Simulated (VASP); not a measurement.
Write the native input for VASP 6.6.1 that does the following.

- Task: single point
- Functional: PBE
- Potentials or basis: VASP PAW PBE potentials, release 64 (Co)
- Cutoff: 520 eV
- k mesh: 12 × 12 × 12
- Occupations: fermi-dirac, width 0.05 eV
- Spin: no spin polarisation
- Dipole correction: no
- Further INCAR settings: ALGO = Normal; EDIFF = 1e-06; NBANDS = 16

The structure of Co lies in POSCAR:

```
Co
1.0
    2.8046400000      0.0000000000      0.0000000000
    0.0000000000      2.8046400000      0.0000000000
    0.0000000000      0.0000000000      2.8046400000
Co
2
Direct
    0.0000000000      0.0000000000      0.0000000000
    0.5000000000      0.5000000000      0.5000000000
```

The input as run:

INCAR

```
PREC = Accurate ; ENCUT = 520
EDIFF = 1E-6 ; ISMEAR = -1
SIGMA = 0.05 ; LREAL = False
LASPH = True ; NELM = 80
ALGO = Normal ; ISIF = 2
LWAVE = False ; LCHARG = False
GGA = PE ; NBANDS = 16
```

KPOINTS

```
Automatic mesh
0
Gamma
  12 12 12
```

Potentials or basis: VASP PAW PBE potentials, release 64 (Co).

Launch:

```bash
$ cat potpaw_PBE.64/Co/POTCAR > POTCAR
$ mpirun -np 1 vasp_std > vasp.out
```

Results of the run:

The pressure is -9.9 GPa. The band gap on the k mesh is zero (band 9 reaches 10.58 eV, above the bottom of band 10 at 9.24 eV).

Caveat: the run has no spin polarisation, though such a crystal can be magnetic.

Wall time 35 s on 1 thread of Intel Xeon 8259CL (shared host), peak memory 0.15 GiB.
